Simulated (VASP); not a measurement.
# FeO (Fm-3m) in VASP: notebook

FeO is run at these levels: PBE+D4, PBEsol+D3(BJ); tasks: single point, relaxation of cell and atoms.

All numbers are computed with VASP 6.6.1; they aren't measurements. Logs are shortened: lines on timing, memory, paths and dates and some standing lists are left out, and cuts for length are marked.

**Experimental background.**

“W\"ustite: Electric, thermodynamic and optical properties of FeO”, 2012, arxiv:1203.1201 quotes, for a bulk crystal of FeO: band gap 2.4 eV (optical).

The results are compared with them further down.

### 1 The cell of the first run

The structure is cubic, space group Fm-3m (No. 225). Conventional cell: a = 4.286 Å, b = 4.286 Å, c = 4.286 Å, α = 90.00°, β = 90.00°, γ = 90.00°. Within 2.8 Å of Fe (site symmetry m-3m) lie 6 O at 2.14 Å. O (site symmetry m-3m) has 6 Fe at 2.14 Å within 2.8 Å.

### 2 Single point, PBE+D4, collinear spin, ferromagnetic start

File INCAR:

```
SYSTEM = FeO
ALGO = Normal
EDIFF = 1E-6
ENCUT = 520
GGA = PE
ISIF = 2
ISMEAR = -1
ISPIN = 2
IVDW = 13
LASPH = .True.
LCHARG = .True.
LELF = .True.
LMAXMIX = 4
LORBIT = 11
LREAL = .False.
LVHAR = .True.
LWAVE = .False.
MAGMOM = 3 0
NBANDS = 18
NELM = 150
PREC = Accurate
SIGMA = 0.05
```

File KPOINTS:

```
k-points
0
Gamma
  11 11 11
  0 0 0
```

File POSCAR:

```
FeO
1.0
    0.0000000000      2.1428703007      2.1428703007
    2.1428703007      0.0000000000      2.1428703007
    2.1428703007      2.1428703007      0.0000000000
Fe O
1 1
Direct
    0.0000000000      0.0000000000      0.0000000000
    0.5000000000      0.5000000000      0.5000000000
```

Potentials or basis: VASP PAW PBE potentials, release 64 (Fe, O).

Launch:

```
> cat potpaw_PBE.64/Fe/POTCAR potpaw_PBE.64/O/POTCAR > POTCAR
> mpirun -np 1 vasp_std > vasp.out
```

OUTCAR:

```text
SYSTEM = FeO
   EDIFF = 1E-6
   ENCUT = 520
   GGA = PE
   ISIF = 2
   ISMEAR = -1
   ISPIN = 2
   IVDW = 13
   LASPH = .True.
   LORBIT = 11
   LREAL = .False.
   NELM = 150
   PREC = Accurate

 ion  position               nearest neighbor table
   1  0.000  0.000  0.000-   2 2.14   2 2.14   2 2.14   2 2.14   2 2.14   2 2.14
   2  0.500  0.500  0.500-   1 2.14   1 2.14   1 2.14   1 2.14   1 2.14   1 2.14

  LATTYP: Found a face centered cubic cell.
 ALAT       =     4.2857406014

  Lattice vectors:

 A1 = (   0.0000000000,   2.1428703007,   2.1428703007)
 A2 = (   2.1428703007,   0.0000000000,   2.1428703007)
 A3 = (   2.1428703007,   2.1428703007,   0.0000000000)

Analysis of symmetry for initial positions (statically):
=====================================================================
 Subroutine PRICEL returns:
 Original cell was already a primitive cell.

 Routine SETGRP: Setting up the symmetry group for a
 face centered cubic supercell.

 Subroutine GETGRP returns: Found 48 space group operations
 (whereof 48 operations were pure point group operations)
 out of a pool of 48 trial point group operations.

The static configuration has the point symmetry O_h .

Analysis of symmetry for dynamics (positions and initial velocities):
=====================================================================
 Subroutine PRICEL returns:
 Original cell was already a primitive cell.

 Routine SETGRP: Setting up the symmetry group for a
 face centered cubic supercell.

 Subroutine GETGRP returns: Found 48 space group operations
 (whereof 48 operations were pure point group operations)
 out of a pool of 48 trial point group operations.

The dynamic configuration has the point symmetry O_h .

Analysis of structural, dynamic, and magnetic symmetry:
=====================================================================
 Subroutine PRICEL returns:
 Original cell was already a primitive cell.

 Routine SETGRP: Setting up the symmetry group for a
 face centered cubic supercell.

 Subroutine GETGRP returns: Found 48 space group operations
 (whereof 48 operations were pure point group operations)
 out of a pool of 48 trial point group operations.

The overall configuration has the point symmetry O_h .

 Subroutine INISYM returns: Found 48 space group operations
 (whereof 48 operations are pure point group operations),
 and found     1 'primitive' translations

----------------------------------------------------------------------------------------

                                     Primitive cell

  volume of cell :      19.6797

  direct lattice vectors                    reciprocal lattice vectors
     0.000000000  2.142870301  2.142870301    -0.233331901  0.233331901  0.233331901
     2.142870301  0.000000000  2.142870301     0.233331901 -0.233331901  0.233331901
     2.142870301  2.142870301  0.000000000     0.233331901  0.233331901 -0.233331901

  length of vectors
     3.030476242  3.030476242  3.030476242     0.404142707  0.404142707  0.404142707

  position of ions in fractional coordinates (direct lattice)
     0.000000000  0.000000000  0.000000000
     0.500000000  0.500000000  0.500000000

  ion indices of the primitive-cell ions
   primitive index   ion index
                 1           1
                 2           2

----------------------------------------------------------------------------------------

 KPOINTS: k-points

Automatic generation of k-mesh.
 Grid dimensions read from file:
 generate k-points for:   11   11   11

 Generating k-lattice:

  Cartesian coordinates                     Fractional coordinates (reciprocal lattice)
    -0.021211991  0.021211991  0.021211991     0.090909091  0.000000000  0.000000000
     0.021211991 -0.021211991  0.021211991     0.000000000  0.090909091  0.000000000
     0.021211991  0.021211991 -0.021211991     0.000000000  0.000000000  0.090909091

  Length of vectors
     0.036740246  0.036740246  0.036740246

  Shift w.r.t. Gamma in fractional coordinates (k-lattice)
     0.000000000  0.000000000  0.000000000

 Subroutine IBZKPT returns following result:
 ===========================================

 Found     56 irreducible k-points:

 Following reciprocal coordinates:
            Coordinates               Weight
  0.000000  0.000000  0.000000      1.000000
  0.090909  0.000000  0.000000      8.000000
  0.181818  0.000000  0.000000      8.000000
  0.272727  0.000000  0.000000      8.000000
  0.363636  0.000000  0.000000      8.000000
  0.454545  0.000000  0.000000      8.000000
[... 16 lines left out ...]
 -0.272727  0.181818  0.000000     24.000000
 -0.181818  0.181818  0.000000     12.000000
 [... further k-points ...]
   k-points           NKPTS =     56   k-points in BZ     NKDIM =     56   number of bands    NBANDS=     18
   number of dos      NEDOS =    301   number of ions     NIONS =      2
   total plane-waves  NPLWV =  13824
   dimension x,y,z NGX =    24 NGY =   24 NGZ =   24
   dimension x,y,z NGXF=    48 NGYF=   48 NGZF=   48
   ions per type =               1   1
   NGX,Y,Z   is equivalent  to a cutoff of  13.17, 13.17, 13.17 a.u.
   NGXF,Y,Z  is equivalent  to a cutoff of  26.33, 26.33, 26.33 a.u.
 SYSTEM =  FeO
   PREC   = accura    normal or accurate (medium, high low for compatibility)
   ISTART =      0    job   : 0-new  1-cont  2-samecut
   ICHARG =      2    charge: 1-file 2-atom 10-const
   ISPIN  =      2    spin polarized calculation?
   LNONCOLLINEAR =      F non collinear calculations
   LSORBIT =      F    spin-orbit coupling
   LASPH  =      T    aspherical Exc in radial PAW
   ENCUT  =  520.0 eV  38.22 Ry    6.18 a.u.   5.63  5.63  5.63*2*pi/ulx,y,z
   NELM   =    150;   NELMIN=  2; NELMDL= -5     # of ELM steps
   EDIFF  = 0.1E-05   stopping-criterion for ELM
   LREAL  =      F    real-space projection
   EDIFFG = 0.1E-04   stopping-criterion for IOM
   NSW    =      0    number of steps for IOM
   IBRION =     -1    ionic relax: 0-MD 1-quasi-New 2-CG
   NFREE  =      0    steps in history (QN), initial steepest desc. (CG)
   ISIF   =      2    stress and relaxation
   ISYM   =      2    0-nonsym 1-usesym 2-fastsym
   POTIM  = 0.5000    time-step for ionic-motion
   TEBEG  =    0.0;   TEEND  =   0.0 temperature during run
   PSTRESS=    0.0 pullay stress
   NELECT =      14.0000    total number of electrons
   NUPDOWN=      -1.0000    fix difference up-down
   EMIN   =  10.00;   EMAX   =-10.00  energy-range for DOS
   EFERMI =   0.00;   METHOD = LEGACY
   ISMEAR =    -1;   SIGMA  =   0.05  broadening in eV -4-tet -1-fermi 0-gaus
   EFERMI_NEDOS =   21; number of points for ismear=-14 and -15
   IALGO  =     38    algorithm
   IMIX   =      4    mixing-type and parameters
     AMIX     =   0.40;   BMIX     =  1.00
     AMIX_MAG =   1.60;   BMIX_MAG =  1.00
  volume/ion in A,a.u.               =       9.84        66.40
  Fermi-wavevector in a.u.,A,eV,Ry     =   1.461431  2.761704 29.059056  2.135780
  Thomas-Fermi vector in A             =   2.577763
   LORBIT       =     11    0 simple, 1 ext, 2 COOP (PROOUT), +10 PAW based schemes
   GGA     = PE    functional components
   LHFCALC =     F    Hartree Fock is set to
   AEXX    =    0.0000 exact exchange contribution
   IVDW    =    13    specifies the selected vdW correction
   LEPSILON=     F    determine dielectric tensor
   LRPA    =     F    only Hartree local field effects (RPA)
 spin polarized calculation
  energy-cutoff  :      520.00
  volume of cell :       19.68
 maximum number of plane-waves:       538
   NGX = 11   NGY = 11   NGZ = 11

 number of electron      13.9999997 magnetization       3.9995558

 Free energy of the ion-electron system (eV)
  ---------------------------------------------------
  ext. energy  EPLUGINS =         0.00000000
  ---------------------------------------------------
  free energy    TOTEN  =       -14.93210658 eV

  energy without entropy =      -14.92053236  energy(sigma->0) =      -14.92631947

 E-fermi :   6.3911     XC(G=0): -12.2607

 val. band max:        6.3865689810   @ k =  -0.2727   0.3636   0.0909
 cond. band min:       6.3921318264   @ k =  -0.3636   0.2727   0.0909
 fundamental gap:      0.0055628454
 Fermi energy:         6.3910613352

 spin component 1

 k-point     1 :       0.0000    0.0000    0.0000
  band No.  band energies     occupation
      1     -14.4733      1.00000
      2       2.5024      1.00000
      3       2.5024      1.00000
      4       2.5024      1.00000
      5       2.5342      1.00000
      6       2.5342      1.00000
[... 10 lines left out ...]
     17      27.3525      0.00000
     18      30.3808      0.00000

 k-point     2 :       0.0909    0.0000    0.0000
  band No.  band energies     occupation
      1     -14.3893      1.00000
      2       1.6176      1.00000
      3       1.7369      1.00000
      4       1.7369      1.00000
      5       2.5867      1.00000
      6       2.5867      1.00000
[... 10 lines left out ...]
     17      28.3151      0.00000
     18      31.7351      0.00000

 k-point     3 :       0.1818    0.0000    0.0000
  band No.  band energies     occupation
      1     -14.1552      1.00000
      2       0.3562      1.00000
      3       0.9700      1.00000
      4       0.9700      1.00000
      5       2.7522      1.00000
      6       2.7522      1.00000
[... 412 lines left out ...]
 k-point    23 :      -0.2727    0.1818    0.0000
  band No.  band energies     occupation
      1     -13.4807      1.00000
      2      -1.5406      1.00000
      3      -0.1372      1.00000
      4       0.1303      1.00000
      5       3.0487      1.00000
      6       3.2434      1.00000
[... 10 lines left out ...]
     17      33.1442      0.00000
     18      34.9250      0.00000

 k-point    24 :      -0.1818    0.1818    0.0000
  band No.  band energies     occupation
      1     -13.7475      1.00000
      2      -0.9751      1.00000
      3       0.1199      1.00000
      4       0.6174      1.00000
      5       2.8656      1.00000
      6       3.1592      1.00000
[... 10 lines left out ...]
     17      33.2025      0.00000
     18      34.9506      0.00000

 [... further k-points ...]

 spin component 2

 k-point     1 :       0.0000    0.0000    0.0000
  band No.  band energies     occupation
      1     -13.9343      1.00000
      2       3.1005      1.00000
      3       3.1005      1.00000
      4       3.1005      1.00000
      5       5.6353      1.00000
      6       5.6356      1.00000
[... 10 lines left out ...]
     17      28.9519      0.00000
     18      31.4715      0.00000

 k-point     2 :       0.0909    0.0000    0.0000
  band No.  band energies     occupation
      1     -13.8492      1.00000
      2       2.4525      1.00000
      3       2.8514      1.00000
      4       2.8514      1.00000
      5       5.7413      1.00000
      6       5.7414      1.00000
[... 10 lines left out ...]
     17      29.7233      0.00000
     18      32.9721      0.00000

 k-point     3 :       0.1818    0.0000    0.0000
  band No.  band energies     occupation
      1     -13.6120      1.00000
      2       1.1843      1.00000
      3       2.3228      1.00000
      4       2.3229      1.00000
      5       5.9581      0.99983
      6       5.9874      0.99969
[... 412 lines left out ...]
 k-point    23 :      -0.2727    0.1818    0.0000
  band No.  band energies     occupation
      1     -12.9210      1.00000
      2      -0.7028      1.00000
      3       1.1498      1.00000
      4       1.3416      1.00000
      5       6.3775      0.56726
      6       6.5386      0.04966
[... 10 lines left out ...]
     17      33.7626      0.00000
     18      35.7215      0.00000

 k-point    24 :      -0.1818    0.1818    0.0000
  band No.  band energies     occupation
      1     -13.1955      1.00000
      2      -0.0951      1.00000
      3       1.6128      1.00000
      4       1.6500      1.00000
      5       6.1281      0.99482
      6       6.3495      0.69657
[... 10 lines left out ...]
     17      33.9930      0.00000
     18      35.7182      0.00000

 [... further k-points ...]

------------------------ aborting loop because EDIFF is reached ----------------------------------------

  DFT-D4 for vdW energy calculation

  Edisp (eV):   -0.68128

  FORCE on cell =-STRESS in cart. coord.  units (eV):
  Direction    XX          YY          ZZ          XY          YZ          ZX
  --------------------------------------------------------------------------------------
  -------------------------------------------------------------------------------------
  Total       0.01692     0.01692     0.01692     0.00000     0.00000    -0.00000
  in kB       1.37770     1.37770     1.37770     0.00000     0.00000    -0.00000
  external pressure =        1.38 kB  Pullay stress =        0.00 kB

 VOLUME and BASIS-vectors are now :
 -----------------------------------------------------------------------------
  energy-cutoff  :      520.00
  volume of cell :       19.68
      direct lattice vectors                 reciprocal lattice vectors
     0.000000000  2.142870301  2.142870301    -0.233331901  0.233331901  0.233331901
     2.142870301  0.000000000  2.142870301     0.233331901 -0.233331901  0.233331901
     2.142870301  2.142870301  0.000000000     0.233331901  0.233331901 -0.233331901

 POSITION                                       TOTAL-FORCE (eV/Angst)
 -----------------------------------------------------------------------------------
      0.00000      0.00000      0.00000        -0.000000     -0.000000     -0.000000
      2.14287      2.14287      2.14287         0.000000      0.000000      0.000000
 -----------------------------------------------------------------------------------
    total drift:                                0.000000     -0.000000      0.000000

  FREE ENERGIE OF THE ION-ELECTRON SYSTEM (eV)
  ---------------------------------------------------
  free  energy   TOTEN  =       -15.6133840754 eV

  energy  without entropy=      -15.6018098612  energy(sigma->0) =      -15.60759697

 total charge

# of ion       s       p       d       tot
------------------------------------------
    1        0.292   0.370   6.098   6.761
    2        1.556   3.447   0.000   5.004
--------------------------------------------------
tot          1.849   3.817   6.098  11.764

 magnetization (x)

# of ion       s       p       d       tot
------------------------------------------
    1        0.027   0.022   3.567   3.616
    2        0.031   0.274   0.000   0.305
--------------------------------------------------
tot          0.058   0.296   3.567   3.921
```

Wall time 18 s (1 thread of Intel Xeon 6975P-C (Granite Rapids), shared host); peak memory 0.16 GiB.

Results:

- Free energy: -15.6134 eV
- Pressure: 0.1 GPa
- Band gap on the k mesh: zero (filled and empty bands overlap)
- Net moment: 4.00 μB per cell
- Site moments: Fe +3.62; O +0.30 μB
- Valence electrons inside the program's atomic spheres: Fe 6.76; O 5.00
- Dispersion energy per atom: -0.341 eV

Levels at points of the mesh, in eV from the Fermi level:
Spin up:
```tsv
k point	band 6	band 7	band 8	band 9	band 10	band 11	band 12	band 13
(0.00, 0.00, 0.00)	-3.86	-3.86	-3.68	-3.68	0.19	15.53	17.18	17.18
```
Spin down:
```tsv
k point	band 1	band 2	band 3	band 4	band 5	band 6	band 7	band 8	band 9	band 10
(0.00, 0.00, 0.00)	-20.33	-3.29	-3.29	-3.29	-0.76	-0.76	-0.76	0.19	0.19	0.99
```

Caveat: a cell with one magnetic atom can't hold antiferromagnetic order, which such compounds often take; semilocal functionals often make such compounds metallic where correlation or magnetic order opens a gap, which also shifts bond lengths.

### 3 Relaxation of cell and atoms, PBE+D4, collinear spin, ferromagnetic start

This run uses another cell than the first one, of 10.01 Å³/atom.

File INCAR:

```
ALGO     = Normal         # electronic algorithm
EDIFF    = 1E-7           # SCF threshold, eV
EDIFFG   = -0.01          # ionic threshold
ENCUT    = 600            # plane-wave cutoff, eV
GGA      = PE             # functional
IBRION   = 2              # ionic algorithm
ISIF     = 3              # what is computed and relaxed
ISMEAR   = -1             # smearing method
ISPIN    = 2              # spin polarisation
IVDW     = 13             # dispersion correction
LASPH    = True           # aspherical terms in the spheres
LCHARG   = False          # write CHGCAR
LMAXMIX  = 4              # l up to which the mixer works
LORBIT   = 11             # projections on sites
LREAL    = False          # projectors in reciprocal space
LWAVE    = False          # write WAVECAR
MAGMOM   = 3 0            # initial moments
NELM     = 150            # most SCF steps
NSW      = 60             # ionic steps
PREC     = Accurate       # precision mode
SIGMA    = 0.05           # smearing width, eV
```

File KPOINTS:

```
k-points
0
Gamma
  11 11 11
```

File POSCAR:

```
FeO
1.0
    0.0000000000      2.1554000000      2.1554000000
    2.1554000000      0.0000000000      2.1554000000
    2.1554000000      2.1554000000      0.0000000000
Fe O
1 1
Direct
    0.0000000000      0.0000000000      0.0000000000
    0.5000000000      0.5000000000      0.5000000000
```

Potentials or basis: VASP PAW PBE potentials, release 64 (Fe, O).

Launch:

```
> cat potpaw_PBE.64/Fe/POTCAR potpaw_PBE.64/O/POTCAR > POTCAR
> mpirun -np 1 vasp_std > vasp.out
```

Wall time 75 s (1 thread of Intel Xeon 6975P-C (Granite Rapids), shared host); peak memory 0.18 GiB.

It converged, with:

* Free energy: -15.6162 eV
* Relaxed volume: 9.84 Å³/atom
* Relaxed cell: a = 3.030 Å, b = 3.030 Å, c = 3.030 Å, α = 60.00°, β = 60.00°, γ = 60.00°
* Space group after relaxing (to 0.1 Å): Fm-3m (No. 225)
* Energy gained by relaxing: 3.3 meV/atom
* Ionic steps: 9
* Pressure after relaxing: -0.1 GPa
* Band gap on the k mesh: zero (filled and empty bands overlap)
* Net moment: 4.00 μB per cell
* Site moments: Fe +3.62; O +0.30 μB
* Valence electrons inside the program's atomic spheres: Fe 6.76; O 5.00
* Dispersion energy per atom: -0.341 eV

The path:
| step | energy change (eV) | largest force (eV/Å) | pressure (GPa) | volume (Å³) |
| --- | --- | --- | --- | --- |
| 1 | 0.0000 | 0.0000 | -4.67 | 20.03 |
| 2 | 0.1954 | 0.0000 | 5.02 | 19.19 |
| 3 | 0.0063 | 0.0000 | 144.72 | 19.61 |
| 4 | -0.0004 | 0.0000 | -4.54 | 20.01 |
| 5 | -0.0050 | 0.0000 | -2.73 | 19.81 |
| 6 | -0.0064 | 0.0000 | -1.66 | 19.71 |
| 7 | -0.0065 | 0.0000 | 3.30 | 19.66 |
| 8 | -0.0065 | 0.0000 | -1.19 | 19.70 |
| 9 | -0.0066 | 0.0000 | -0.06 | 19.68 |

Final structure:
```
Fe O
1.0
     0.00000    2.14287    2.14287
     2.14287    0.00000    2.14287
     2.14287    2.14287    0.00000
Fe O
1 1
Direct
  0.00000 0.00000 0.00000
  0.50000 0.50000 0.50000
```

Levels at points of the mesh, in eV from the Fermi level:
Spin up:
```tsv
k point	band 7	band 8	band 9	band 10	band 11	band 12
(0.00, 0.00, 0.00)	-3.86	-3.68	-3.68	0.19	15.53	17.18
```
Spin down:
```
           k point  band 1  band 2  band 3  band 4  band 5  band 6  band 7  band 8  band 9  band 10
(0.00, 0.00, 0.00)  -20.33   -3.29   -3.29   -3.29   -0.76   -0.76   -0.76    0.19    0.19     1.00
```

Caveat: a cell with one magnetic atom can't hold antiferromagnetic order, which such compounds often take; semilocal functionals often make such compounds metallic where correlation or magnetic order opens a gap, which also shifts bond lengths.

(Part 1 of 2 ends here.)
